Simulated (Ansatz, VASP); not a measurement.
## GdRe in VASP and in Ansatz

```
CELL_PARAMETERS angstrom
3.47536 0.00000 0.00000
0.00000 3.47536 0.00000
0.00000 0.00000 3.47536
ATOMIC_POSITIONS crystal
Gd 0.00000 0.00000 0.00000
Re 0.50000 0.50000 0.50000
```

Alike in both runs: task single point; functional PBE; k mesh 8 × 8 × 8; occupations gaussian, width 0.05 eV; collinear spin; Hubbard terms Gd f U = 6.0 eV.

|  | VASP | Ansatz |
| --- | --- | --- |
| version | VASP 6.6.1 | Ansatz 0.2.0 |
| potentials or method | VASP PAW PBE potentials, release 64 (Gd, Re), cutoff 520 eV | scalar-relativistic, plane waves, PAW |
| valence electrons in the cell | 25 | 33 |

```csv
,VASP,Ansatz,Ansatz less VASP
gap on the k mesh at the Fermi level (eV),none,none,-
pressure (GPa),0.1,-0.1,-0.16
net moment per atom (μB),3.56,3.53,-0.032
size of the moment on the site where the two differ most (μB),6.92,7.09,+0.163
```

Site moments also hang on the region over which each program counts them. The programs project onto different local orbitals, so the same U acts differently, and such runs can settle in different states. A gap of «none» marks a metal or a gap that the smearing closes. VASP's potentials hold 25 valence electrons a cell and Ansatz's 33, so a difference there can come from the potentials and not from the codes. Ansatz's warnings: filled band counts differ across k points.

Spin-orbit coupling is off throughout.
